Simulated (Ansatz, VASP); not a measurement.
**One calculation of PbO2, two programs**

```
Pb O
1.0
     0.00000    2.70484    2.70484
     2.70484    0.00000    2.70484
     2.70484    2.70484    0.00000
Pb O
1 2
Direct
  0.00000 0.00000 0.00000
  0.25000 0.25000 0.25000
  0.75000 0.75000 0.75000
```

Alike in both runs: task relaxation of cell and atoms; functional PBE; k mesh 9 × 9 × 9; occupations fermi-dirac, width 0.02 eV; no spin polarisation.

|  | VASP | Ansatz |
| --- | --- | --- |
| version | VASP 6.6.1 | Ansatz 0.2.0 |
| potentials or method | VASP PAW PBE potentials, release 64 (Pb_d, O), cutoff 600 eV | all-electron LAPW, scalar-relativistic |

|  | VASP | Ansatz | Ansatz less VASP |
| --- | --- | --- | --- |
| relaxed volume (Å³/atom) | 13.19 | 13.19 | 0.000 |
| relaxed cell length with the largest relative difference (Å) | 3.825 | 3.825 | 0.0000 |

Ansatz ran all-electron here, and VASP with PAW potentials.

Neither program's run includes spin-orbit coupling. Noted on VASP's run: the relaxation stopped at its first step, so nothing moved.
